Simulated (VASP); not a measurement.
# Ru (P6_3/mmc) in VASP: notebook

Runs on Ru. Level: BLYP. Tasks: single point.

Everything below comes from runs of VASP 6.6.1. Logs are shortened: lines on timing, memory, paths and dates and some standing lists are left out, and cuts for length are marked.

## (1) The cell of the first run

It takes space group P6_3/mmc (No. 194, hexagonal). Conventional cell: a = 2.805 Å, b = 2.805 Å, c = 4.405 Å, α = 90.00°, β = 90.00°, γ = 120.00°. Ru (site symmetry -6m2) has 12 Ru at 2.73 to 2.80 Å within 3.6 Å.

## (2) Single point, BLYP (15.01 Å³/atom)

Contents of INCAR:

```
SYSTEM = Ru
AGGAC    = 1.0          
AGGAX    = 1.0          
ALDAC    = 0.0          
ALDAX    = 1.0          
ALGO     = Normal         ! electronic algorithm
EDIFF    = 1E-6           ! SCF threshold, eV
ENCUT    = 520            ! plane-wave cutoff, eV
GGA      = B5             ! functional
ISIF     = 2              ! what is computed and relaxed
ISMEAR   = -1             ! smearing method
LASPH    = .True.         ! aspherical terms in the spheres
LCHARG   = .True.         ! write CHGCAR
LELF     = .True.         ! ELF
LREAL    = .False.        ! projectors in reciprocal space
LVHAR    = .True.       
LWAVE    = .False.        ! write WAVECAR
NBANDS   = 21             ! bands
NELM     = 100            ! most SCF steps
PREC     = Accurate       ! precision mode
SIGMA    = 0.1            ! smearing width, eV
```

Contents of KPOINTS:

```
k-points
0
Gamma
  21 21 12
  0 0 0
```

Contents of POSCAR:

```
Ru
1.0
    2.8047610326      0.0000000000      0.0000000000
   -1.4023805163      2.4289943058      0.0000000000
    0.0000000000      0.0000000000      4.4054951627
Ru
2
Direct
    0.3333333333      0.6666666667      0.2500000000
    0.6666666667      0.3333333333      0.7500000000
```

Potentials or basis: VASP PAW PBE potentials, release 64 (Ru_pv).

On the command line:

```bash
cat potpaw_PBE.64/Ru_pv/POTCAR > POTCAR
mpirun -np 1 vasp_std > vasp.out
```

OUTCAR:

```text
SYSTEM = Ru
   EDIFF = 1E-6
   ENCUT = 520
   GGA = B5
   ISIF = 2
   ISMEAR = -1
   LASPH = .True.
   LREAL = .False.
   NELM = 100
   PREC = Accurate

 ion  position               nearest neighbor table
   1  0.333  0.667  0.250-   2 2.73   2 2.73   2 2.73   2 2.73   2 2.73   2 2.73
   2  0.667  0.333  0.750-   1 2.73   1 2.73   1 2.73   1 2.73   1 2.73   1 2.73

  LATTYP: Found a hexagonal cell.
 ALAT       =     2.8047610326
 C/A-ratio  =     1.5707203257

  Lattice vectors:

 A1 = (   2.8047610326,   0.0000000000,   0.0000000000)
 A2 = (  -1.4023805163,   2.4289943058,   0.0000000000)
 A3 = (   0.0000000000,   0.0000000000,   4.4054951627)

Analysis of symmetry for initial positions (statically):
=====================================================================
 Subroutine PRICEL returns:
 Original cell was already a primitive cell.

 Routine SETGRP: Setting up the symmetry group for a
 hexagonal supercell.

 Subroutine GETGRP returns: Found 24 space group operations
 (whereof 12 operations were pure point group operations)
 out of a pool of 24 trial point group operations.

The static configuration has the point symmetry D_3d.
 The point group associated with its full space group is D_6h.

Analysis of symmetry for dynamics (positions and initial velocities):
=====================================================================
 Subroutine PRICEL returns:
 Original cell was already a primitive cell.

 Routine SETGRP: Setting up the symmetry group for a
 hexagonal supercell.

 Subroutine GETGRP returns: Found 24 space group operations
 (whereof 12 operations were pure point group operations)
 out of a pool of 24 trial point group operations.

The dynamic configuration has the point symmetry D_3d.
 The point group associated with its full space group is D_6h.

 Subroutine INISYM returns: Found 24 space group operations
 (whereof 12 operations are pure point group operations),
 and found     1 'primitive' translations

----------------------------------------------------------------------------------------

                                     Primitive cell

  volume of cell :      30.0135

  direct lattice vectors                    reciprocal lattice vectors
     2.804761033  0.000000000  0.000000000     0.356536613  0.205846510  0.000000000
    -1.402380516  2.428994306  0.000000000     0.000000000  0.411693019  0.000000000
     0.000000000  0.000000000  4.405495163     0.000000000  0.000000000  0.226989240

  length of vectors
     2.804761033  2.804761033  4.405495163     0.411693019  0.411693019  0.226989240

  position of ions in fractional coordinates (direct lattice)
     0.333333333  0.666666667  0.250000000
     0.666666667  0.333333333  0.750000000

  ion indices of the primitive-cell ions
   primitive index   ion index
                 1           1
                 2           2

----------------------------------------------------------------------------------------

 KPOINTS: k-points

Automatic generation of k-mesh.
 Grid dimensions read from file:
 generate k-points for:   21   21   12

 Generating k-lattice:

  Cartesian coordinates                     Fractional coordinates (reciprocal lattice)
     0.016977934  0.009802215  0.000000000     0.047619048 -0.000000000  0.000000000
     0.000000000  0.019604429  0.000000000     0.000000000  0.047619048  0.000000000
     0.000000000  0.000000000  0.018915770     0.000000000  0.000000000  0.083333333

  Length of vectors
     0.019604429  0.019604429  0.018915770

  Shift w.r.t. Gamma in fractional coordinates (k-lattice)
     0.000000000  0.000000000  0.000000000

 Subroutine IBZKPT returns following result:
 ===========================================

 Found    336 irreducible k-points:

 Following reciprocal coordinates:
            Coordinates               Weight
  0.000000  0.000000  0.000000      1.000000
  0.047619 -0.000000  0.000000      6.000000
  0.095238 -0.000000  0.000000      6.000000
  0.142857  0.000000  0.000000      6.000000
  0.190476 -0.000000  0.000000      6.000000
  0.238095 -0.000000  0.000000      6.000000
[... 16 lines left out ...]
  0.142857  0.095238  0.000000     12.000000
  0.190476  0.095238  0.000000     12.000000
 [... further k-points ...]
   k-points           NKPTS =    336   k-points in BZ     NKDIM =    336   number of bands    NBANDS=     21
   number of dos      NEDOS =    301   number of ions     NIONS =      2
   total plane-waves  NPLWV =  20736
   dimension x,y,z NGX =    24 NGY =   24 NGZ =   36
   dimension x,y,z NGXF=    48 NGYF=   48 NGZF=   72
   ions per type =               2
   NGX,Y,Z   is equivalent  to a cutoff of  14.23, 14.23, 13.58 a.u.
   NGXF,Y,Z  is equivalent  to a cutoff of  28.45, 28.45, 27.17 a.u.
 SYSTEM =  Ru
   PREC   = accura    normal or accurate (medium, high low for compatibility)
   ISTART =      0    job   : 0-new  1-cont  2-samecut
   ICHARG =      2    charge: 1-file 2-atom 10-const
   ISPIN  =      1    spin polarized calculation?
   LNONCOLLINEAR =      F non collinear calculations
   LSORBIT =      F    spin-orbit coupling
   LASPH  =      T    aspherical Exc in radial PAW
   ENCUT  =  520.0 eV  38.22 Ry    6.18 a.u.   5.21  5.21  8.19*2*pi/ulx,y,z
   NELM   =    100;   NELMIN=  2; NELMDL= -5     # of ELM steps
   EDIFF  = 0.1E-05   stopping-criterion for ELM
   LREAL  =      F    real-space projection
   EDIFFG = 0.1E-04   stopping-criterion for IOM
   NSW    =      0    number of steps for IOM
   IBRION =     -1    ionic relax: 0-MD 1-quasi-New 2-CG
   NFREE  =      0    steps in history (QN), initial steepest desc. (CG)
   ISIF   =      2    stress and relaxation
   ISYM   =      2    0-nonsym 1-usesym 2-fastsym
   POTIM  = 0.5000    time-step for ionic-motion
   TEBEG  =    0.0;   TEEND  =   0.0 temperature during run
   PSTRESS=    0.0 pullay stress
   NELECT =      28.0000    total number of electrons
   NUPDOWN=      -1.0000    fix difference up-down
   EMIN   =  10.00;   EMAX   =-10.00  energy-range for DOS
   EFERMI =   0.00;   METHOD = LEGACY
   ISMEAR =    -1;   SIGMA  =   0.10  broadening in eV -4-tet -1-fermi 0-gaus
   EFERMI_NEDOS =   21; number of points for ismear=-14 and -15
   IALGO  =     38    algorithm
   IMIX   =      4    mixing-type and parameters
     AMIX     =   0.40;   BMIX     =  1.00
     AMIX_MAG =   1.60;   BMIX_MAG =  1.00
  volume/ion in A,a.u.               =      15.01       101.27
  Fermi-wavevector in a.u.,A,eV,Ry     =   1.599638  3.022878 34.815171  2.558843
  Thomas-Fermi vector in A             =   2.696900
   LORBIT       =      0    0 simple, 1 ext, 2 COOP (PROOUT), +10 PAW based schemes
   GGA     = B5    functional components
   LHFCALC =     F    Hartree Fock is set to
   AEXX    =    0.0000 exact exchange contribution
   IVDW    =     0    specifies the selected vdW correction
   LEPSILON=     F    determine dielectric tensor
   LRPA    =     F    only Hartree local field effects (RPA)
 non-spin polarized calculation
  energy-cutoff  :      520.00
  volume of cell :       30.01
 maximum number of plane-waves:       821
 NGX is ok and might be reduce to    24
   NGX = 11   NGY = 11   NGZ = 17

 number of electron      27.9999998 magnetization

 Free energy of the ion-electron system (eV)
  ---------------------------------------------------
  ext. energy  EPLUGINS =         0.00000000
  ---------------------------------------------------
  free energy    TOTEN  =       -15.84962897 eV

  energy without entropy =      -15.78433358  energy(sigma->0) =      -15.81698127

 E-fermi :  11.6327     XC(G=0): -12.8496

 val. band max:       11.6294030878   @ k =   0.3810   0.0476   0.2500
 cond. band min:      11.6334494703   @ k =   0.2857   0.1429   0.0000
 fundamental gap:      0.0040463825
 Fermi energy:        11.6327135123

 k-point     1 :       0.0000    0.0000    0.0000
  band No.  band energies     occupation
      1     -31.5459      2.00000
      2     -30.8681      2.00000
      3     -30.8681      2.00000
      4     -30.7371      2.00000
      5     -30.7371      2.00000
      6     -30.7045      2.00000
[... 13 lines left out ...]
     20      21.8655      0.00000
     21      21.8788      0.00000

 k-point     2 :       0.0476   -0.0000    0.0000
  band No.  band energies     occupation
      1     -31.5403      2.00000
      2     -30.8796      2.00000
      3     -30.8721      2.00000
      4     -30.7492      2.00000
      5     -30.7387      2.00000
      6     -30.7072      2.00000
[... 13 lines left out ...]
     20      21.8654      0.00000
     21      21.8786      0.00000

 k-point     3 :       0.0952   -0.0000    0.0000
  band No.  band energies     occupation
      1     -31.5236      2.00000
      2     -30.9130      2.00000
      3     -30.8836      2.00000
      4     -30.7841      2.00000
      5     -30.7434      2.00000
      6     -30.7155      2.00000
[... 13 lines left out ...]
     20      21.8653      0.00000
     21      21.8780      0.00000

 k-point     4 :       0.1429    0.0000    0.0000
  band No.  band energies     occupation
      1     -31.4968      2.00000
      2     -30.9654      2.00000
      3     -30.9013      2.00000
      4     -30.8384      2.00000
      5     -30.7511      2.00000
      6     -30.7293      2.00000
[... 13 lines left out ...]
     20      21.8652      0.00000
     21      21.8770      0.00000

 k-point     5 :       0.1905   -0.0000    0.0000
  band No.  band energies     occupation
      1     -31.4608      2.00000
      2     -31.0323      2.00000
      3     -30.9233      2.00000
      4     -30.9063      2.00000
      5     -30.7614      2.00000
      6     -30.7485      2.00000
[... 13 lines left out ...]
     20      21.8652      0.00000
     21      21.8758      0.00000

 k-point     6 :       0.2381   -0.0000    0.0000
  band No.  band energies     occupation
      1     -31.4175      2.00000
      2     -31.1078      2.00000
      3     -30.9815      2.00000
      4     -30.9474      2.00000
      5     -30.7734      2.00000
      6     -30.7729      2.00000
[... 13 lines left out ...]
     20      21.8649      0.00000
     21      21.8742      0.00000

 k-point     7 :       0.2857   -0.0000    0.0000
  band No.  band energies     occupation
      1     -31.3690      2.00000
      2     -31.1850      2.00000
      3     -31.0569      2.00000
      4     -30.9716      2.00000
      5     -30.8020      2.00000
      6     -30.7861      2.00000
[... 13 lines left out ...]
     20      21.8643      0.00000
     21      21.8713      0.00000
[... 291 lines left out ...]
      1     -31.3726      2.00000
      2     -31.2347      2.00000
      3     -31.2076      2.00000
      4     -31.0355      2.00000
      5     -30.9149      2.00000
      6     -30.8264      2.00000
[... 13 lines left out ...]
     20      21.8621      0.00000
     21      21.9471      0.00000

 k-point    21 :       0.4762    0.0476    0.0000
  band No.  band energies     occupation
      1     -31.3840      2.00000
      2     -31.2448      2.00000
      3     -31.1937      2.00000
      4     -31.0393      2.00000
      5     -30.9259      2.00000
      6     -30.8285      2.00000
[... 13 lines left out ...]
     20      21.8608      0.00000
     21      22.0534      0.00000

 k-point    22 :       0.0952    0.0952    0.0000
  band No.  band energies     occupation
      1     -31.4811      2.00000
      2     -30.9849      2.00000
      3     -30.9342      2.00000
      4     -30.8486      2.00000
      5     -30.7628      2.00000
      6     -30.7375      2.00000
[... 13 lines left out ...]
     20      21.8652      0.00000
     21      21.8765      0.00000

 k-point    23 :       0.1429    0.0952    0.0000
  band No.  band energies     occupation
      1     -31.4459      2.00000
      2     -31.0412      2.00000
      3     -30.9834      2.00000
      4     -30.8870      2.00000
      5     -30.7783      2.00000
      6     -30.7567      2.00000
[... 13 lines left out ...]
     20      21.8651      0.00000
     21      21.8755      0.00000

 k-point    24 :       0.1905    0.0952    0.0000
  band No.  band energies     occupation
      1     -31.4034      2.00000
      2     -31.1090      2.00000
      3     -31.0380      2.00000
      4     -30.9267      2.00000
      5     -30.7946      2.00000
      6     -30.7812      2.00000
[... 13 lines left out ...]
     20      21.8648      0.00000
     21      21.8742      0.00000

 [... further k-points ...]

------------------------ aborting loop because EDIFF is reached ----------------------------------------

  FORCE on cell =-STRESS in cart. coord.  units (eV):
  Direction    XX          YY          ZZ          XY          YZ          ZX
  --------------------------------------------------------------------------------------
  -------------------------------------------------------------------------------------
  Total       -1.6735878     -1.6735878     -1.6977594     -0.0000000     -0.0000000      0.0000000
  in kB      -89.3391849    -89.3391849    -90.6295095     -0.0000000     -0.0000000      0.0000000
  external PRESSURE =     -89.7692931 kB  Pullay stress =       0.0000000 kB

 VOLUME and BASIS-vectors are now :
 -----------------------------------------------------------------------------
  energy-cutoff  :      520.00
  volume of cell :       30.01
      direct lattice vectors                 reciprocal lattice vectors
     2.804761033  0.000000000  0.000000000     0.356536613  0.205846510  0.000000000
    -1.402380516  2.428994306  0.000000000     0.000000000  0.411693019  0.000000000
     0.000000000  0.000000000  4.405495163     0.000000000  0.000000000  0.226989240

 POSITION                                       TOTAL-FORCE (eV/Angst)
 -----------------------------------------------------------------------------------
     -0.00000      1.61933      1.10137        -0.000000      0.000000      0.000000
      1.40238      0.80966      3.30412         0.000000     -0.000000      0.000000
 -----------------------------------------------------------------------------------
    total drift:                               -0.000000      0.000000     -0.000000

  FREE ENERGIE OF THE ION-ELECTRON SYSTEM (eV)
  ---------------------------------------------------
  free  energy   TOTEN  =       -15.8496289669 eV

  energy  without entropy=      -15.7843335760  energy(sigma->0) =      -15.81698127
```

Wall time 7.1 min (1 thread of Intel Xeon 8259CL, shared host); peak memory 0.25 GiB.

Results:

```yaml
Free_energy: -15.8496 eV
Pressure: -9.0 GPa
Band_gap_on_the_k_mesh: zero (bands 14 and 15 overlap by 2.71 eV)
```

Caveat: the cell stands under tension; the PAW data sets were made with another functional, which shifts forces and pressure a little.

(Continued in part 2 of 2.)
